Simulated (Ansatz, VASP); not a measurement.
## One calculation of AlRu, two programs

File POSCAR:

```
AlRu
1.0
    2.9916000000      0.0000000000      0.0000000000
    0.0000000000      2.9916000000      0.0000000000
    0.0000000000      0.0000000000      2.9916000000
Ru Al
1 1
Direct
    0.5000000000      0.5000000000      0.5000000000
    0.0000000000      0.0000000000      0.0000000000
```

Contents of INCAR.step1:

```
  PREC = Accurate
  ENCUT = 600
  EDIFF = 1E-5
  ISMEAR = -1
  SIGMA = 0.05
  LREAL = F
  LASPH = T
  NELM = 80
  ALGO = Normal
  LWAVE = T
  LCHARG = F
  GGA = PE
  NBANDS = 16
```

The input INCAR.step2:

```
  PREC = Accurate
  ENCUT = 600
  EDIFF = 1E-7
  ISMEAR = -1
  SIGMA = 0.05
  LREAL = F
  LASPH = T
  NELM = 80
  ALGO = Normal
  ISIF = 3
  LWAVE = F
  LCHARG = F
  GGA = PS
  LHFCALC = T
  AEXX = 0.25
  HFSCREEN = 0.207
  PRECFOCK = Normal
  IBRION = 2
  NSW = 60
  EDIFFG = -0.01
  ISTART = 1
```

KPOINTS

```
regular mesh
0
Gamma
  5 5 5
```

The input input.yaml:

```yaml
crystal:
  lattice:
    - [2.9916, 0.0, 0.0]
    - [0.0, 2.9916, 0.0]
    - [0.0, 0.0, 2.9916]
  atoms:
    - { symbol: Ru, position: [0.5, 0.5, 0.5] }
    - { symbol: Al, position: [0.0, 0.0, 0.0] }
hamiltonian:
  xc:
    exchange: hjs_pbesol
    correlation: pbesol
    exx: { coeff: 0.25, omega: 0.207 }
  pseudopotentials: { kind: paw }
kpoints:
  mp_grid: { grid: [5, 5, 5] }
scf:
  occupations: { method: fermi_dirac, width: 0.05 }
output:
  forces: true
  stress: true
  eigenvalues: true
relax:
  f_tol: 0.01
  max_steps: 40
  cell: { stress_tol: 0.05 }
```

Alike in both runs: task relaxation of cell and atoms; functional PBEsol-based screened hybrid; k mesh 5 × 5 × 5; occupations fermi-dirac, width 0.05 eV; no spin polarisation.

|  | VASP | Ansatz |
| --- | --- | --- |
| version | VASP 6.6.1 | Ansatz 0.2.0 |
| potentials or method | VASP PAW PBE potentials, release 64 (Ru_pv, Al) | Ansatz PAW |
| plane-wave cutoff (eV) | 600 | 420 |
| valence electrons in the cell | 17 | 19 |

Ansatz gave:

* gap on the k mesh at the Fermi level, each at its own relaxed structure (eV): none
* relaxed volume (Å³/atom): 12.98
* relaxed cell length with the largest relative difference (Å): 2.961

Problem. What did VASP give for the same quantities?

Solution. gap on the k mesh at the Fermi level, each at its own relaxed structure (eV): none; relaxed volume (Å³/atom): 13.00; relaxed cell length with the largest relative difference (Å): 2.963.

VASP's potentials were made for PBE, not for PBEsol-based screened hybrid. A gap of «none» marks a metal or a gap that the smearing closes. VASP's potentials hold 17 valence electrons a cell and Ansatz's 19, so a difference there can come from the potentials and not from the codes.

The k mesh is coarse, so the values compare programs but aren't converged. Noted on Ansatz's run: the plane-wave basis is chosen anew once the cell has moved, so the energies of steps on either side of that aren't comparable.
